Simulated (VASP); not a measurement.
# InAs (zinc blende) (F-43m) in VASP: notebook

Runs on InAs (zinc blende). Level: LDA. Tasks: single point.

Program: VASP 6.6.1. These are calculated values, not measurements. Logs are shortened: lines on timing, memory, paths and dates and some standing lists are left out, and cuts for length are marked.

## Step 1: The cell of the first run

Symmetry: F-43m, No. 216, cubic system. The conventional cell has a = 6.098 Å, b = 6.098 Å, c = 6.098 Å, α = 90.00°, β = 90.00°, γ = 90.00°. Within 3.5 Å of In (site symmetry -43m) lie 4 As at 2.64 Å. As (site symmetry -43m) has 4 In at 2.64 Å within 3.5 Å.

## Step 2: Single point, LDA (volume scaled by 1.02)

Contents of INCAR:

```
ALGO     = Normal         # electronic algorithm
EDIFF    = 1E-6           # SCF threshold, eV
ENCUT    = 500            # plane-wave cutoff, eV
GGA      = CA             # functional
GGA_COMPAT= F            
ISIF     = 2              # what is computed and relaxed
ISMEAR   = 0              # smearing method
LASPH    = T              # aspherical terms in the spheres
LCHARG   = F              # write CHGCAR
LREAL    = F              # projectors in reciprocal space
LWAVE    = F              # write WAVECAR
NBANDS   = 16             # bands
NELM     = 120            # most SCF steps
PREC     = Accurate       # precision mode
SIGMA    = 0.02           # smearing width, eV
```

Contents of KPOINTS:

```
k-points
0
Gamma
  12 12 12
```

Contents of POSCAR:

```
InAs
1.0
    0.0000000000      3.0490601873      3.0490601873
    3.0490601873      0.0000000000      3.0490601873
    3.0490601873      3.0490601873      0.0000000000
In As
1 1
Direct
    0.0000000000      0.0000000000      0.0000000000
    0.2500000000      0.2500000000      0.2500000000
```

Potentials or basis: VASP PAW LDA potentials, release 64 (In_d, As).

On the command line:

```bash
$ cat potpaw_LDA.64/In_d/POTCAR potpaw_LDA.64/As/POTCAR > POTCAR
$ mpirun -np 1 vasp_std > vasp.out
```

OUTCAR:

```text
EDIFF = 1E-6
   ENCUT = 500
   GGA = CA
   ISIF = 2
   ISMEAR = 0
   LASPH = T
   LREAL = F
   NELM = 120
   PREC = Accurate

 ion  position               nearest neighbor table
   1  0.000  0.000  0.000-   2 2.64   2 2.64   2 2.64   2 2.64
   2  0.250  0.250  0.250-   1 2.64   1 2.64   1 2.64   1 2.64

  LATTYP: Found a face centered cubic cell.
 ALAT       =     6.0981203746

  Lattice vectors:

 A1 = (   0.0000000000,   3.0490601873,   3.0490601873)
 A2 = (   3.0490601873,   0.0000000000,   3.0490601873)
 A3 = (   3.0490601873,   3.0490601873,   0.0000000000)

Analysis of symmetry for initial positions (statically):
=====================================================================
 Subroutine PRICEL returns:
 Original cell was already a primitive cell.

 Routine SETGRP: Setting up the symmetry group for a
 face centered cubic supercell.

 Subroutine GETGRP returns: Found 24 space group operations
 (whereof 24 operations were pure point group operations)
 out of a pool of 48 trial point group operations.

The static configuration has the point symmetry T_d .

Analysis of symmetry for dynamics (positions and initial velocities):
=====================================================================
 Subroutine PRICEL returns:
 Original cell was already a primitive cell.

 Routine SETGRP: Setting up the symmetry group for a
 face centered cubic supercell.

 Subroutine GETGRP returns: Found 24 space group operations
 (whereof 24 operations were pure point group operations)
 out of a pool of 48 trial point group operations.

The dynamic configuration has the point symmetry T_d .

 Subroutine INISYM returns: Found 24 space group operations
 (whereof 24 operations are pure point group operations),
 and found     1 'primitive' translations

----------------------------------------------------------------------------------------

                                     Primitive cell

  volume of cell :      56.6928

  direct lattice vectors                    reciprocal lattice vectors
     0.000000000  3.049060187  3.049060187    -0.163984956  0.163984956  0.163984956
     3.049060187  0.000000000  3.049060187     0.163984956 -0.163984956  0.163984956
[... 75 lines left out ...]
 SYSTEM =  unknown system
   PREC   = accura    normal or accurate (medium, high low for compatibility)
   ISTART =      0    job   : 0-new  1-cont  2-samecut
   ICHARG =      2    charge: 1-file 2-atom 10-const
   ISPIN  =      1    spin polarized calculation?
   LNONCOLLINEAR =      F non collinear calculations
   LSORBIT =      F    spin-orbit coupling
   LASPH  =      T    aspherical Exc in radial PAW
   ENCUT  =  500.0 eV  36.75 Ry    6.06 a.u.   7.86  7.86  7.86*2*pi/ulx,y,z
   NELM   =    120;   NELMIN=  2; NELMDL= -5     # of ELM steps
   EDIFF  = 0.1E-05   stopping-criterion for ELM
   LREAL  =      F    real-space projection
   EDIFFG = 0.1E-04   stopping-criterion for IOM
   NSW    =      0    number of steps for IOM
   IBRION =     -1    ionic relax: 0-MD 1-quasi-New 2-CG
   NFREE  =      0    steps in history (QN), initial steepest desc. (CG)
   ISIF   =      2    stress and relaxation
   ISYM   =      2    0-nonsym 1-usesym 2-fastsym
   POTIM  = 0.5000    time-step for ionic-motion
   TEBEG  =    0.0;   TEEND  =   0.0 temperature during run
   PSTRESS=    0.0 pullay stress
   NELECT =      18.0000    total number of electrons
   NUPDOWN=      -1.0000    fix difference up-down
   EMIN   =  10.00;   EMAX   =-10.00  energy-range for DOS
   EFERMI =   0.00;   METHOD = LEGACY
   ISMEAR =     0;   SIGMA  =   0.02  broadening in eV -4-tet -1-fermi 0-gaus
   EFERMI_NEDOS =   21; number of points for ismear=-14 and -15
   IALGO  =     38    algorithm
   IMIX   =      4    mixing-type and parameters
     AMIX     =   0.40;   BMIX     =  1.00
     AMIX_MAG =   1.60;   BMIX_MAG =  1.00
  volume/ion in A,a.u.               =      28.35       191.29
  Fermi-wavevector in a.u.,A,eV,Ry     =   1.116837  2.110515 16.970876  1.247324
  Thomas-Fermi vector in A             =   2.253454
   LORBIT       =      0    0 simple, 1 ext, 2 COOP (PROOUT), +10 PAW based schemes
   GGA     = CA    functional components
   LHFCALC =     F    Hartree Fock is set to
   AEXX    =    0.0000 exact exchange contribution
   IVDW    =     0    specifies the selected vdW correction
   LEPSILON=     F    determine dielectric tensor
   LRPA    =     F    only Hartree local field effects (RPA)
 non-spin polarized calculation
 Gauss-broadening in eV      SIGMA  =   0.02
  energy-cutoff  :      500.00
  volume of cell :       56.69
 maximum number of plane-waves:      1459
   NGX = 15   NGY = 15   NGZ = 15

 number of electron      17.9999994 magnetization

 Free energy of the ion-electron system (eV)
  ---------------------------------------------------
  ext. energy  EPLUGINS =         0.00000000
  ---------------------------------------------------
  free energy    TOTEN  =        -9.01928528 eV

  energy without entropy =       -9.01926743  energy(sigma->0) =       -9.01927636

 E-fermi :   4.0872     XC(G=0):  -9.3051

 val. band max:        4.0811284480   @ k =   0.0000   0.0000   0.0000
 cond. band min:       4.7256394818   @ k =   0.0833   0.0000   0.0000
 fundamental gap:      0.6445110337
 Fermi energy:         4.0872196966

 k-point     1 :       0.0000    0.0000    0.0000
  band No.  band energies     occupation
      1     -10.2231      2.00000
      2     -10.2231      2.00000
      3     -10.2231      2.00000
      4     -10.1048      2.00000
      5     -10.1048      2.00000
      6      -7.6729      2.00000
[... 433 lines left out ...]
      3     -10.1824      2.00000
      4     -10.1042      2.00000
      5     -10.0991      2.00000
      6      -6.1270      2.00000
[... 8 lines left out ...]
     15      13.6551      0.00000
     16      14.0118      0.00000

 [... further k-points ...]
[... 5 lines left out ...]
  --------------------------------------------------------------------------------------
  -------------------------------------------------------------------------------------
  Total       -0.6545155     -0.6545155     -0.6545155      0.0000000      0.0000000     -0.0000000
  in kB      -18.4970524    -18.4970524    -18.4970524      0.0000000      0.0000000     -0.0000000
  external PRESSURE =     -18.4970524 kB  Pullay stress =       0.0000000 kB

 VOLUME and BASIS-vectors are now :
 -----------------------------------------------------------------------------
  energy-cutoff  :      500.00
  volume of cell :       56.69
      direct lattice vectors                 reciprocal lattice vectors
     0.000000000  3.049060187  3.049060187    -0.163984956  0.163984956  0.163984956
     3.049060187  0.000000000  3.049060187     0.163984956 -0.163984956  0.163984956
     3.049060187  3.049060187  0.000000000     0.163984956  0.163984956 -0.163984956

 POSITION                                       TOTAL-FORCE (eV/Angst)
 -----------------------------------------------------------------------------------
      0.00000      0.00000      0.00000         0.000000      0.000000      0.000000
      1.52453      1.52453      1.52453        -0.000000     -0.000000     -0.000000
 -----------------------------------------------------------------------------------
    total drift:                               -0.000000     -0.000000     -0.000000

  FREE ENERGIE OF THE ION-ELECTRON SYSTEM (eV)
  ---------------------------------------------------
  free  energy   TOTEN  =        -9.0192852832 eV

  energy  without entropy=       -9.0192674288  energy(sigma->0) =       -9.01927636
```

stdout:

```text
POSCAR found type information on POSCAR InAs
 POSCAR found :  2 types and       2 ions
 scaLAPACK will be used
 LDA part: xc-table for (Slater(with rela. corr.)+CA(PZ))
 , standard interpolation
 POSCAR, INCAR and KPOINTS ok, starting setup
 FFT: planning ... GRIDC
 FFT: planning ... GRID_SOFT
 FFT: planning ... GRID
 WAVECAR not read
 entering main loop
```

Wall time 45 s (1 thread of Intel Xeon Platinum 8259CL at 2.50GHz (Skylake/Cascade Lake), shared host); peak memory 0.19 GiB.

Results:

| Item | Value |
| --- | --- |
| Free energy | -9.0193 eV |
| Pressure | -1.8 GPa |
| Band gap on the k mesh | zero (filled and empty bands touch) |

Levels at points of the mesh, in eV from the Fermi level:
```tsv
k point	band 5	band 6	band 7	band 8	band 9	band 10	band 11	band 12	band 13	band 14
(0.00, 0.00, 0.00)	-14.19	-11.76	-0.53	-0.01	-0.01	-0.01	3.81	3.81	3.81	7.19
(0.50, 0.00, 0.00)	-14.18	-10.36	-5.72	-0.97	-0.97	0.75	4.58	4.58	6.65	8.71
(0.50, 0.50, 0.00)	-14.17	-9.84	-5.82	-2.27	-2.27	1.45	1.94	8.83	8.95	8.95
```

Caveat: spin-orbit coupling is left out, which moves the levels of the heavy elements.

## Step 3: Single point, LDA (volume scaled by 1.05)

Contents of INCAR:

```
ALGO = Normal
EDIFF = 1E-6
ENCUT = 500
GGA = CA
GGA_COMPAT = False
ISIF = 2
ISMEAR = 0
LASPH = True
LCHARG = False
LREAL = False
LWAVE = False
NBANDS = 16
NELM = 120
PREC = Accurate
SIGMA = 0.02
```

KPOINTS is that of step 2.

Contents of POSCAR:

```
InAs
1.0
    0.0000000000      3.0786645648      3.0786645648
    3.0786645648      0.0000000000      3.0786645648
    3.0786645648      3.0786645648      0.0000000000
In As
1 1
Direct
    0.0000000000      0.0000000000      0.0000000000
    0.2500000000      0.2500000000      0.2500000000
```

Potentials or basis: VASP PAW LDA potentials, release 64 (In_d, As).

On the command line:

```bash
$ cat potpaw_LDA.64/In_d/POTCAR potpaw_LDA.64/As/POTCAR > POTCAR
$ mpirun -np 1 vasp_std > vasp.out
```

It took 42 s on 1 thread of Intel Xeon Platinum 8259CL at 2.50GHz (Skylake/Cascade Lake), shared host; peak memory 0.19 GiB.

Results (log left out):

- Free energy: -8.9930 eV
- Pressure: -3.2 GPa
- Band gap on the k mesh: zero (filled and empty bands touch)

Levels at points of the mesh, in eV from the Fermi level:
| k point | band 6 | band 7 | band 8 | band 9 | band 10 | band 11 | band 12 | band 13 |
| --- | --- | --- | --- | --- | --- | --- | --- | --- |
| (0.00, 0.00, 0.00) | -11.58 | -0.67 | -0.01 | -0.01 | -0.01 | 3.79 | 3.79 | 3.79 |
| (0.50, 0.00, 0.00) | -10.27 | -5.58 | -0.93 | -0.93 | 0.69 | 4.56 | 4.56 | 6.60 |
| (0.50, 0.50, 0.00) | -9.78 | -5.70 | -2.18 | -2.18 | 1.50 | 1.93 | 8.65 | 8.75 |

Caveat: spin-orbit coupling is left out, which moves the levels of the heavy elements.
